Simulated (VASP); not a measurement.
# Si in VASP: notebook

Si is run at these levels: LDA; tasks: vibrations by perturbation theory.

Program: VASP 6.6.1. These are calculated values, not measurements. Logs are shortened: lines on timing, memory, paths and dates and some standing lists are left out, and cuts for length are marked.

### Step 1. The cell of the first run

It takes space group Fd-3m (No. 227, cubic). The conventional cell has a = 5.429 Å, b = 5.429 Å, c = 5.429 Å, α = 90.00°, β = 90.00°, γ = 90.00°. Si (site symmetry -43m) has 4 Si at 2.35 Å within 3.1 Å.

### Step 2. Vibrations by perturbation theory, LDA

Input file INCAR:

```
PREC = Accurate ; ENCUT = 520
EDIFF = 1E-8 ; ISMEAR = 0
SIGMA = 0.01 ; LREAL = False
LASPH = True ; NELM = 100
ALGO = Normal ; ISIF = 2
LWAVE = False ; LCHARG = False
GGA = CA ; IBRION = 8
NSW = 1 ; LEPSILON = True
```

Input file KPOINTS:

```
Automatic mesh
0
Gamma
  10 10 10
```

Input file POSCAR:

```
Si
1.0
    0.0000000000      2.7144783717      2.7144783717
    2.7144783717      0.0000000000      2.7144783717
    2.7144783717      2.7144783717      0.0000000000
Si
2
Direct
    0.0000000000      0.0000000000      0.0000000000
    0.2500000000      0.2500000000      0.2500000000
```

Potentials or basis: VASP PAW LDA potentials, release 64 (Si).

Run with:

```
cat potpaw_LDA.64/Si/POTCAR > POTCAR
mpirun -np 1 vasp_std > vasp.out
```

OUTCAR:

```text
PREC = Accurate
   ENCUT = 520
   EDIFF = 1E-8
   ISMEAR = 0
   LREAL = False
   LASPH = True
   NELM = 100
   ISIF = 2
   GGA = CA
   IBRION = 8
   NSW = 1
   LEPSILON = True

 ion  position               nearest neighbor table
   1  0.000  0.000  0.000-   2 2.35   2 2.35   2 2.35   2 2.35
   2  0.250  0.250  0.250-   1 2.35   1 2.35   1 2.35   1 2.35

  LATTYP: Found a face centered cubic cell.
 ALAT       =     5.4289567434

  Lattice vectors:

 A1 = (   0.0000000000,   2.7144783717,   2.7144783717)
 A2 = (   2.7144783717,   0.0000000000,   2.7144783717)
 A3 = (   2.7144783717,   2.7144783717,   0.0000000000)

Analysis of symmetry for initial positions (statically):
=====================================================================
 Subroutine PRICEL returns:
 Original cell was already a primitive cell.

 Routine SETGRP: Setting up the symmetry group for a
 face centered cubic supercell.

 Subroutine GETGRP returns: Found 48 space group operations
 (whereof 24 operations were pure point group operations)
 out of a pool of 48 trial point group operations.

The static configuration has the point symmetry T_d .
 The point group associated with its full space group is O_h .

Analysis of symmetry for dynamics (positions and initial velocities):
=====================================================================
 Subroutine PRICEL returns:
 Original cell was already a primitive cell.

 Routine SETGRP: Setting up the symmetry group for a
 face centered cubic supercell.

 Subroutine GETGRP returns: Found 48 space group operations
 (whereof 24 operations were pure point group operations)
 out of a pool of 48 trial point group operations.

The dynamic configuration has the point symmetry T_d .
 The point group associated with its full space group is O_h .

 Subroutine INISYM returns: Found 48 space group operations
 (whereof 24 operations are pure point group operations),
 and found     1 'primitive' translations

[... 490 lines left out ...]
     0.00000  0.00529  8.99570
     0.00000  8.99570  0.00529

 MACROSCOPIC STATIC DIELECTRIC TENSOR (including local field effects in DFT)
 ------------------------------------------------------
          13.795917    -0.000000    -0.000000
          -0.000000    13.795917    -0.000000
           0.000000     0.000000    13.795917
 ------------------------------------------------------

 PIEZOELECTRIC TENSOR (including local field effects)  for field in x, y, z        (e  Angst)
          XX          YY          ZZ          XY          YZ          ZX
  --------------------------------------------------------------------------------
  x     0.00000     0.00000     0.00000     0.00000     0.00000    -0.00000
  y    -0.00000     0.00000    -0.00000    -0.00000     0.00000    -0.00000
  z     0.00000     0.00000     0.00000     0.00000    -0.00000     0.00000

 PIEZOELECTRIC TENSOR (including local field effects)  for field in x, y, z        (C/m^2)
          XX          YY          ZZ          XY          YZ          ZX
  --------------------------------------------------------------------------------
  x     0.00000     0.00000     0.00000     0.00000     0.00000    -0.00000
  y    -0.00000     0.00000    -0.00000    -0.00000     0.00000    -0.00000
  z     0.00000     0.00000     0.00000     0.00000    -0.00000     0.00000

 BORN EFFECTIVE CHARGES (including local field effects) (in |e|, cummulative output)
 ---------------------------------------------------------------------------------
 ion    1
    1    -0.00000     0.00000    -0.00000
    2    -0.00000    -0.00000    -0.00000
    3     0.00000     0.00000    -0.00000
 ion    2
    1     0.00000    -0.00000     0.00000
    2     0.00000     0.00000     0.00000
    3    -0.00000    -0.00000     0.00000

 INTERNAL STRAIN TENSOR FOR ION    2 for displacements in x,y,z  (eV/Angst):
          X           Y           Z          XY          YZ          ZX
  --------------------------------------------------------------------------------
  x     0.00000    -0.00000    -0.00000     0.00000    -8.99570     0.00000
  y     0.00000    -0.00000     0.00000     0.00000     0.00000    -8.99570
  z    -0.00000    -0.00000     0.00000    -8.99570     0.00000     0.00000

 SECOND DERIVATIVES (NOT SYMMETRIZED)
 ------------------------------------
               1X          1Y          1Z          2X          2Y          2Z
  1X   -13.195708    0.000000    0.000000   13.195708    0.000000    0.000000
  1Y     0.000000  -13.195708    0.000000    0.000000   13.195708    0.000000
  1Z     0.000000    0.000000  -13.195708    0.000000    0.000000   13.195708
  2X    13.195708    0.000000    0.000000  -13.195708    0.000000    0.000000
  2Y     0.000000   13.195708    0.000000    0.000000  -13.195708    0.000000
  2Z     0.000000    0.000000   13.195708    0.000000    0.000000  -13.195708

 Eigenvectors and eigenvalues of the dynamical matrix
 ----------------------------------------------------

   1 f  =   15.154613 THz    95.219243 2PiTHz  505.503485 cm-1    62.674416 meV
             X         Y         Z           dx          dy          dz
      0.000000  0.000000  0.000000     0.000000   -0.707107    0.000000
      1.357239  1.357239  1.357239     0.000000    0.707107    0.000000
[... 21 lines left out ...]
   6 f  =    0.000000 THz     0.000000 2PiTHz    0.000000 cm-1     0.000000 meV
             X         Y         Z           dx          dy          dz
      0.000000  0.000000  0.000000     0.000000    0.000000    0.707107
      1.357239  1.357239  1.357239     0.000000    0.000000    0.707107

--------------------------------------------------------------------------------------------------------

 MACROSCOPIC STATIC DIELECTRIC TENSOR IONIC CONTRIBUTION
 ------------------------------------------------------
           0.000000     0.000000    -0.000000
           0.000000     0.000000    -0.000000
          -0.000000    -0.000000     0.000000
 ------------------------------------------------------

 ELASTIC MODULI CONTR FROM IONIC RELAXATION (kBar)
 Direction    XX          YY          ZZ          XY          YZ          ZX
 --------------------------------------------------------------------------------
 XX          -0.0000      0.0000      0.0000     -0.0000      0.0000      0.0000
 YY           0.0000     -0.0000      0.0000     -0.0000     -0.0000     -0.0000
 ZZ           0.0000      0.0000     -0.0000      0.0000     -0.0000      0.0000
 XY          -0.0000     -0.0000      0.0000   -245.6174      0.0000      0.0000
 YZ           0.0000     -0.0000     -0.0000      0.0000   -245.6174      0.0000
 ZX           0.0000     -0.0000      0.0000      0.0000      0.0000   -245.6174
 --------------------------------------------------------------------------------

 PIEZOELECTRIC TENSOR IONIC CONTR  for field in x, y, z        (C/m^2)
          XX          YY          ZZ          XY          YZ          ZX
  --------------------------------------------------------------------------------
  x     0.00000    -0.00000    -0.00000    -0.00000    -0.00000     0.00000
  y     0.00000    -0.00000     0.00000    -0.00000    -0.00000    -0.00000
  z    -0.00000    -0.00000     0.00000    -0.00000     0.00000     0.00000
```

OSZICAR:

```text
N       E                     dE             d eps       ncg     rms          rms(c)
DAV:   1     0.604602209735E+01    0.60460E+01   -0.32933E+03   752   0.766E+02
DAV:   2    -0.119083872475E+02   -0.17954E+02   -0.16868E+02  1144   0.824E+01
DAV:   3    -0.121772738115E+02   -0.26889E+00   -0.26889E+00  1024   0.124E+01
DAV:   4    -0.121783071045E+02   -0.10333E-02   -0.10333E-02  1168   0.828E-01
[... 137 lines left out ...]
RMM:   8    -0.176798678907E-01   -0.31864E-06    0.17113E-07  4719   0.976E-05    0.263E-05
RMM:   9    -0.176798366380E-01    0.31253E-07    0.10556E-07  4828   0.391E-05    0.498E-06
RMM:  10    -0.176798764438E-01   -0.39806E-07    0.35927E-08  4850   0.237E-05    0.207E-06
RMM:  11    -0.176798641672E-01    0.12277E-07    0.20463E-08  4377   0.185E-05    0.373E-07
RMM:  12    -0.176798667763E-01   -0.26091E-08    0.21344E-09  2585   0.164E-05    0.178E-07
 Linear response finished
```

Run time: 3 min. Hardware: 1 thread of Intel Xeon Platinum 8488C (Sapphire Rapids), shared host; peak memory 0.24 GiB.

Results:

* Electronic dielectric tensor (diagonal): 13.80
* Born charges (mean of the diagonal): Si +0.00 e
* Highest phonon frequency at Γ: 506 cm⁻¹

Phonon frequencies in cm⁻¹ (negative: imaginary):
| q point | frequencies |
| --- | --- |
| (0.000, 0.000, 0.000) | 0 0 0 506 506 506 |

Electronic dielectric tensor:
```
13.80  0.00  0.00
 0.00 13.80  0.00
 0.00  0.00 13.80
```

Born effective charge tensors (e):
atom 1, Si
```
0.00 0.00 0.00
0.00 0.00 0.00
0.00 0.00 0.00
```
atom 2, Si
```
0.00 0.00 0.00
0.00 0.00 0.00
0.00 0.00 0.00
```

Caveat: the cell stands under pressure or tension, which shifts response properties.

### Step 3. Vibrations by perturbation theory, LDA

This run uses another cell than the first one, of 19.61 Å³/atom.

Input file INCAR:

```
  PREC = Accurate
  ENCUT = 520
  EDIFF = 1E-8
  ISMEAR = 0
  SIGMA = 0.01
  LREAL = F
  LASPH = T
  NELM = 100
  ALGO = Normal
  ISIF = 2
  LWAVE = F
  LCHARG = F
  GGA = CA
  NBANDS = 11
  IBRION = 8
  NSW = 1
  LEPSILON = T
```

Input file KPOINTS:

```
regular mesh
0
Gamma
  10 10 10
```

Input file POSCAR:

```
Si
1.0
    0.0000000000      2.7009735042      2.6874686367
    2.7009735042      0.0000000000      2.6874686367
    2.7009735042      2.7009735042      0.0000000000
Si
2
Direct
    0.0000000000      0.0000000000      0.0000000000
    0.2500000000      0.2500000000      0.2500000000
```

Potentials or basis: VASP PAW LDA potentials, release 64 (Si).

Run with:

```
cat potpaw_LDA.64/Si/POTCAR > POTCAR
mpirun -np 1 vasp_std > vasp.out
```

OUTCAR:

```text
PREC = Accurate
   ENCUT = 520
   EDIFF = 1E-8
   ISMEAR = 0
   LREAL = F
   LASPH = T
   NELM = 100
   ISIF = 2
   GGA = CA
   IBRION = 8
   NSW = 1
   LEPSILON = T

 ion  position               nearest neighbor table
   1  0.000  0.000  0.000-   2 2.34   2 2.34   2 2.34   2 2.34
   2  0.250  0.250  0.250-   1 2.34   1 2.34   1 2.34   1 2.34

  LATTYP: Found a body centered tetragonal cell.
 ALAT       =     3.8197533613
 C/A-ratio  =     1.4071424946

  Lattice vectors:

 A1 = (   0.0000000000,  -2.7009735042,  -2.6874686367)
 A2 = (   0.0000000000,   2.7009735042,  -2.6874686367)
 A3 = (   2.7009735042,   0.0000000000,   2.6874686367)

Analysis of symmetry for initial positions (statically):
=====================================================================
 Subroutine PRICEL returns:
 Original cell was already a primitive cell.

 Routine SETGRP: Setting up the symmetry group for a
 body centered tetragonal supercell.

 Subroutine GETGRP returns: Found 16 space group operations
 (whereof  8 operations were pure point group operations)
 out of a pool of 16 trial point group operations.

The static configuration has the point symmetry D_2d.
 The point group associated with its full space group is D_4h.

Analysis of symmetry for dynamics (positions and initial velocities):
=====================================================================
 Subroutine PRICEL returns:
 Original cell was already a primitive cell.
[... 597 lines left out ...]
  z     0.00000     0.00000     0.00000     0.00000     0.00000     0.00000

 PIEZOELECTRIC TENSOR (including local field effects)  for field in x, y, z        (C/m^2)
          XX          YY          ZZ          XY          YZ          ZX
  --------------------------------------------------------------------------------
  x     0.00000     0.00000    -0.00000     0.00000     0.00000     0.00000
  y     0.00000     0.00000    -0.00000     0.00000     0.00000     0.00000
  z     0.00000     0.00000     0.00000     0.00000     0.00000     0.00000

 BORN EFFECTIVE CHARGES (including local field effects) (in |e|, cummulative output)
 ---------------------------------------------------------------------------------
 ion    1
    1     0.00000     0.00000     0.00000
    2     0.00000     0.00000     0.00000
    3     0.00000     0.00000     0.00000
 ion    2
    1     0.00000     0.00000    -0.00000
    2     0.00000     0.00000     0.00000
    3     0.00000     0.00000     0.00000

 INTERNAL STRAIN TENSOR FOR ION    2 for displacements in x,y,z  (eV/Angst):
          X           Y           Z          XY          YZ          ZX
  --------------------------------------------------------------------------------
  x     0.00000     0.00000     0.00000     0.00000    -9.95406     0.00000
  y     0.00000     0.00000     0.00000     0.00000     0.00000    -9.68770
  z     0.00000     0.00000     0.00000    -9.95899     0.00000     0.00000

 SECOND DERIVATIVES (NOT SYMMETRIZED)
 ------------------------------------
               1X          1Y          1Z          2X          2Y          2Z
  1X   -13.745864    0.000000    0.000000   13.745864    0.000000    0.000000
  1Y     0.000000  -13.745864    0.000000    0.000000   13.745864    0.000000
  1Z     0.000000    0.000000  -13.709061    0.000000    0.000000   13.709061
  2X    13.745864    0.000000    0.000000  -13.745864    0.000000    0.000000
  2Y     0.000000   13.745864    0.000000    0.000000  -13.745864    0.000000
  2Z     0.000000    0.000000   13.709061    0.000000    0.000000  -13.709061

 Eigenvectors and eigenvalues of the dynamical matrix
 ----------------------------------------------------

   1 f  =   15.467301 THz    97.183918 2PiTHz  515.933622 cm-1    63.967588 meV
             X         Y         Z           dx          dy          dz
      0.000000  0.000000  0.000000     0.000000   -0.707107    0.000000
      1.350487  1.350487  1.343734     0.000000    0.707107    0.000000
[... 21 lines left out ...]
   6 f  =    0.000000 THz     0.000000 2PiTHz    0.000000 cm-1     0.000000 meV
             X         Y         Z           dx          dy          dz
      0.000000  0.000000  0.000000     0.000000    0.000000    0.707107
      1.350487  1.350487  1.343734     0.000000    0.000000    0.707107

--------------------------------------------------------------------------------------------------------

 MACROSCOPIC STATIC DIELECTRIC TENSOR IONIC CONTRIBUTION
 ------------------------------------------------------
           0.000000     0.000000     0.000000
           0.000000     0.000000     0.000000
           0.000000     0.000000     0.000000
 ------------------------------------------------------

 ELASTIC MODULI CONTR FROM IONIC RELAXATION (kBar)
 Direction    XX          YY          ZZ          XY          YZ          ZX
 --------------------------------------------------------------------------------
 XX           0.0000      0.0000      0.0000      0.0000      0.0000      0.0000
 YY           0.0000      0.0000      0.0000      0.0000      0.0000      0.0000
 ZZ           0.0000      0.0000      0.0000      0.0000      0.0000      0.0000
 XY           0.0000      0.0000      0.0000   -295.6102      0.0000      0.0000
 YZ           0.0000      0.0000      0.0000      0.0000   -294.5270      0.0000
 ZX           0.0000      0.0000      0.0000      0.0000      0.0000   -278.9754
 --------------------------------------------------------------------------------

 PIEZOELECTRIC TENSOR IONIC CONTR  for field in x, y, z        (C/m^2)
          XX          YY          ZZ          XY          YZ          ZX
  --------------------------------------------------------------------------------
  x     0.00000     0.00000     0.00000     0.00000     0.00000    -0.00000
  y     0.00000     0.00000     0.00000     0.00000     0.00000     0.00000
  z     0.00000     0.00000     0.00000     0.00000     0.00000     0.00000
```

OSZICAR:

```text
N       E                     dE             d eps       ncg     rms          rms(c)
DAV:   1     0.504954264090E+01    0.50495E+01   -0.32340E+03  2244   0.564E+02
DAV:   2    -0.116668725850E+02   -0.16716E+02   -0.15917E+02  2984   0.845E+01
[... 152 lines left out ...]
RMM:   4    -0.177415685240E-01   -0.14619E-03   -0.40060E-05  6135   0.284E-02    0.634E-03
RMM:   5    -0.177179648784E-01    0.23604E-04   -0.38505E-06  6357   0.647E-03    0.193E-03
RMM:   6    -0.177173729342E-01    0.59194E-06   -0.85842E-08  6438   0.884E-04    0.121E-03
RMM:   7    -0.177167491045E-01    0.62383E-06   -0.65759E-09  6446   0.294E-04    0.484E-05
RMM:   8    -0.177169404549E-01   -0.19135E-06    0.23264E-10  6635   0.548E-05    0.225E-05
RMM:   9    -0.177169037774E-01    0.36678E-07   -0.44221E-09  6737   0.237E-05    0.471E-06
RMM:  10    -0.177169064539E-01   -0.26766E-08   -0.61038E-09  6781   0.136E-05    0.332E-06
 Linear response finished
```

Wall time 5.9 min (1 thread of Intel Xeon Platinum 8488C (Sapphire Rapids), shared host); peak memory 0.36 GiB.

Results:

```yaml
Electronic_dielectric_tensor_diagonal: 13.73, 13.73, 13.65
Born_charges_mean_of_the_diagonal: Si +0.00 e
Highest_phonon_frequency_at_Γ: 516 cm⁻¹
```

Phonon frequencies in cm⁻¹ (negative: imaginary):
```tsv
q point	frequencies
(0.000, 0.000, 0.000)	0 0 0 515 516 516
```

Electronic dielectric tensor:
```
13.73  0.00  0.00
 0.00 13.73  0.00
 0.00  0.00 13.65
```

Born effective charge tensors (e):
atom 1, Si
```
0.00 0.00 0.00
0.00 0.00 0.00
0.00 0.00 0.00
```
atom 2, Si
```
0.00 0.00 0.00
0.00 0.00 0.00
0.00 0.00 0.00
```

(Continued in part 2 of 2.)
